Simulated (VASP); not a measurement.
# Pt (P6_3/mmc) in VASP: further runs, part 2 of 2

VASP 6.6.1. The steps go on from the part before.

## 5. Single point, LDA (12.18 Å³/atom)

This run uses another cell than the first one, of 12.18 Å³/atom.

INCAR

```
PREC = Accurate ; ENCUT = 570
EDIFF = 1E-6 ; ISMEAR = 0
SIGMA = 0.15 ; LREAL = False
LASPH = True ; NELM = 120
ALGO = Normal ; ISIF = 2
LWAVE = False ; LCHARG = False
GGA = CA ; NBANDS = 25
GGA_COMPAT = False
```

KPOINTS

```
Automatic mesh
0
Gamma
  21 21 10
```

POSCAR

```
Pt
1.0
    2.5349048657      0.0000000000      0.0000000000
   -1.2674524328      2.1952920098      0.0000000000
    0.0000000000      0.0000000000      4.3771120513
Pt
2
Direct
    0.6666666667      0.3333333333      0.7500000000
    0.3333333333      0.6666666667      0.2500000000
```

Potentials or basis: VASP PAW LDA potentials, release 64 (Pt_sv_GW).

Launch:

```
> cat potpaw_LDA.64/Pt_sv_GW/POTCAR > POTCAR
> mpirun -np 1 vasp_std > vasp.out
```

OUTCAR:

```text
PREC = Accurate
   ENCUT = 570
   EDIFF = 1E-6
   ISMEAR = 0
   LREAL = False
   LASPH = True
   NELM = 120
   ISIF = 2
   GGA = CA

 ion  position               nearest neighbor table
   1  0.667  0.333  0.750-   2 2.63   2 2.63   2 2.63   2 2.63   2 2.63   2 2.63
   2  0.333  0.667  0.250-   1 2.63   1 2.63   1 2.63   1 2.63   1 2.63   1 2.63

  LATTYP: Found a hexagonal cell.
 ALAT       =     2.5349048657
 C/A-ratio  =     1.7267362221

  Lattice vectors:

[... 861 lines left out ...]

------------------------ aborting loop because EDIFF is reached ----------------------------------------

  FORCE on cell =-STRESS in cart. coord.  units (eV):
  Direction    XX          YY          ZZ          XY          YZ          ZX
  --------------------------------------------------------------------------------------
  -------------------------------------------------------------------------------------
  Total       15.9723494     15.9723494     13.9791850      0.0000000      0.0000000      0.0000000
  in kB     1050.6008729   1050.6008729    919.4980420      0.0000000      0.0000000      0.0000000
  external PRESSURE =    1006.8999293 kB  Pullay stress =       0.0000000 kB

 VOLUME and BASIS-vectors are now :
 -----------------------------------------------------------------------------
  energy-cutoff  :      570.00
  volume of cell :       24.36
      direct lattice vectors                 reciprocal lattice vectors
     2.534904866  0.000000000  0.000000000     0.394492122  0.227760133  0.000000000
    -1.267452433  2.195292010  0.000000000     0.000000000  0.455520266  0.000000000
     0.000000000  0.000000000  4.377112051     0.000000000  0.000000000  0.228461138

 POSITION                                       TOTAL-FORCE (eV/Angst)
 -----------------------------------------------------------------------------------
      1.26745      0.73176      3.28283        -0.000000     -0.000000      0.000000
     -0.00000      1.46353      1.09428         0.000000      0.000000      0.000000
 -----------------------------------------------------------------------------------
    total drift:                                0.000000     -0.000000      0.000000

  FREE ENERGIE OF THE ION-ELECTRON SYSTEM (eV)
  ---------------------------------------------------
  free  energy   TOTEN  =       -13.1132425869 eV

  energy  without entropy=      -13.0832461901  energy(sigma->0) =      -13.09824439
```

OSZICAR:

```text
N       E                     dE             d eps       ncg     rms          rms(c)
DAV:   1     0.473548664680E+03    0.47355E+03   -0.28649E+04 14962   0.178E+03
DAV:   2     0.325212522855E+00   -0.47322E+03   -0.46341E+03 16501   0.648E+02
DAV:   3    -0.147264104600E+02   -0.15052E+02   -0.14910E+02 17231   0.114E+02
DAV:   4    -0.148165346225E+02   -0.90124E-01   -0.90062E-01 16522   0.912E+00
DAV:   5    -0.148169906231E+02   -0.45600E-03   -0.45594E-03 17423   0.608E-01    0.119E+02
DAV:   6    -0.132575664674E+02    0.15594E+01   -0.25482E+00 16075   0.139E+01    0.628E+01
DAV:   7    -0.131446557892E+02    0.11291E+00   -0.83593E-01 17336   0.719E+00    0.972E+00
DAV:   8    -0.131134734334E+02    0.31182E-01   -0.10532E-01 15381   0.329E+00    0.382E-01
DAV:   9    -0.131132815104E+02    0.19192E-03   -0.31127E-03 16915   0.435E-01    0.339E-01
DAV:  10    -0.131132436450E+02    0.37865E-04   -0.76173E-05 16057   0.109E-01    0.240E-01
DAV:  11    -0.131132425485E+02    0.10965E-05   -0.44871E-06 16893   0.216E-02    0.591E-02
DAV:  12    -0.131132425869E+02   -0.38370E-07   -0.13741E-06  8501   0.121E-02
   1 F= -.13113243E+02 E0= -.13098244E+02  d E =-.299964E-01
```

stdout:

```text
POSCAR found type information on POSCAR Pt
 POSCAR found :  1 types and       2 ions
 scaLAPACK will be used
 LDA part: xc-table for (Slater(with rela. corr.)+CA(PZ))
 , standard interpolation
 POSCAR, INCAR and KPOINTS ok, starting setup
 FFT: planning ... GRIDC
 FFT: planning ... GRID_SOFT
 FFT: planning ... GRID
 WAVECAR not read
 entering main loop
```

Run time: 60 s. Hardware: 1 thread of Intel Xeon 6975P-C (Granite Rapids), shared host; peak memory 0.27 GiB.

Results:

| Item | Value |
| --- | --- |
| Free energy | -13.1132 eV |
| Pressure | 100.7 GPa |
| Band gap on the k mesh | zero (bands 18 and 19 overlap by 1.98 eV) |

Levels at points of the mesh, in eV from the Fermi level:
```
           k point  band 14  band 15  band 16  band 17  band 18  band 19  band 20  band 21  band 22  band 23
(0.00, 0.00, 0.00)    -4.60    -4.60    -2.82    -2.82    -1.79    -0.35    -0.35     6.78    14.35    15.37
(0.00, 0.00, 0.50)    -5.17    -5.17    -5.17    -1.20    -1.20    -1.20    -1.20    13.36    13.36    15.87
```

Caveat: the stress differs along the axes, from 92 to 105 GPa; spin-orbit coupling is left out, which moves the levels of the heavy elements.

## 6. Single point, LDA, collinear spin (16.19 Å³/atom)

This run uses another cell than the first one, of 16.19 Å³/atom.

INCAR

```
SYSTEM = Pt
PREC = Accurate
ENCUT = 570
EDIFF = 1E-6
ISMEAR = 0
SIGMA = 0.15
LREAL = .False.
LASPH = .True.
NELM = 200
ALGO = Normal
ISIF = 2
LWAVE = .False.
LCHARG = .False.
ISPIN = 2
MAGMOM = 0.3 0.3
LORBIT = 11
NUPDOWN = 0.6
LMAXMIX = 4
NBANDS = 29
GGA_COMPAT = .False.
```

KPOINTS

```
Automatic mesh
0
Gamma
  21 21 10
  0 0 0
```

POSCAR

```
Pt
1.0
    2.7872338290      0.0000000000      0.0000000000
   -1.3936169145      2.4138153022      0.0000000000
    0.0000000000      0.0000000000      4.8128176121
Pt
2
Direct
    0.6666666667      0.3333333333      0.7500000000
    0.3333333333      0.6666666667      0.2500000000
```

Potentials or basis: VASP PAW LDA potentials, release 64 (Pt_sv_GW).

Launch:

```
> cat potpaw_LDA.64/Pt_sv_GW/POTCAR > POTCAR
> mpirun -np 1 vasp_std > vasp.out
```

Run time: 3 min. Hardware: 1 thread of Intel Xeon 6975P-C (Granite Rapids), shared host; peak memory 0.49 GiB.

It converged, with:

| Item | Value |
| --- | --- |
| Free energy | -14.3539 eV |
| Pressure | -20.5 GPa |
| Net moment | 0.60 μB per cell |
| Site moments | Pt +0.32 μB |
| Valence electrons inside the program's atomic spheres | Pt 17.99 |

Stress tensor (GPa, compression positive):
```
-20.66   0.00   0.00
  0.00 -20.66   0.00
  0.00   0.00 -20.31
```

Caveat: the cell stands under tension; spin-orbit coupling is left out, which moves the levels of the heavy elements; the total moment is fixed, so each spin has its own Fermi level and the state may be an excited one.

## 7. Overview

```csv
spin,fixed moment (μB),cell,gap on the mesh (eV),pressure (GPa),moment (μB)
collinear,0.3,"a = 2.667, b = 2.667, c = 4.605 Å, angles 90.0, 90.0, 120.0°, 2 atoms",-,15.6,0.30
collinear,0.4,"a = 2.708, b = 2.708, c = 4.677 Å, angles 90.0, 90.0, 120.0°, 2 atoms",-,0.0,0.40
off,-,"a = 2.748, b = 2.748, c = 4.746 Å, angles 90.0, 90.0, 120.0°, 2 atoms",none,-12.1,-
off,-,"a = 2.535, b = 2.535, c = 4.377 Å, angles 90.0, 90.0, 120.0°, 2 atoms",none,100.7,-
collinear,0.6,"a = 2.787, b = 2.787, c = 4.813 Å, angles 90.0, 90.0, 120.0°, 2 atoms",-,-20.5,0.60
```

Alike in all rows: task single point; level LDA; potentials or basis VASP PAW LDA potentials, release 64 (Pt_sv_GW); k mesh 21 × 21 × 10; cutoff (eV) 570; smearing gaussian 0.15 eV.

Caveats: spin-orbit coupling is left out, which moves the levels of the heavy elements; the total moment is fixed, so each spin has its own Fermi level and the state may be an excited one (at least some runs); the cell stands under tension (at least some runs); the cell stands under pressure (at least some runs); the stress differs along the axes, from 92 to 105 GPa (at least some runs).

Total energies depend on the potentials used, so only differences within one code and one set of settings carry meaning.
